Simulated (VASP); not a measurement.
Here is a VASP 6.6.1 calculation.

Contents of INCAR:

```
ALGO = Normal ; EDIFF = 1E-6
ENCUT = 500 ; GGA = PE
GGA_COMPAT = False ; ISIF = 2
ISMEAR = 0 ; LASPH = True
LCHARG = False ; LREAL = False
LWAVE = False ; NBANDS = 34
NELM = 120 ; PREC = Accurate
SIGMA = 0.1
```

KPOINTS

```
k-points
0
Gamma
  6 6 4
```

File POSCAR:

```
Tl3I2
1.0
    5.0002150374      0.0000000000      0.0000000000
   -2.5001075187      4.3303132467      0.0000000000
    0.0000000000      0.0000000000      7.7795223804
Tl I
3 2
Direct
    0.0000000000      0.0000000000      0.0000000000
    0.3333333333      0.6666666667      0.6450000000
    0.6666666667      0.3333333333      0.3550000000
    0.3333333333      0.6666666667      0.2450000000
    0.6666666667      0.3333333333      0.7550000000
```

Potentials or basis: VASP PAW PBE potentials, release 64 (Tl_d, I).

Run with:

```sh
$ cat potpaw_PBE.64/Tl_d/POTCAR potpaw_PBE.64/I/POTCAR > POTCAR
$ mpirun -np 1 vasp_std > vasp.out
```

Task: What does it give for the band gap on the k mesh?

Result: Zero (an odd number of electrons rules out a gap without spin polarisation).

Task: What does it give for the pressure?

Result: 10.5 GPa.

Stress tensor (GPa, compression positive):
```
11.02  0.00  0.00
 0.00 11.02  0.00
 0.00  0.00  9.48
```

Caveat: the cell stands under pressure; spin-orbit coupling is left out, which moves the levels of the heavy elements; an odd number of electrons without spin polarisation forces a metal; a magnetic or distorted state may lie lower.
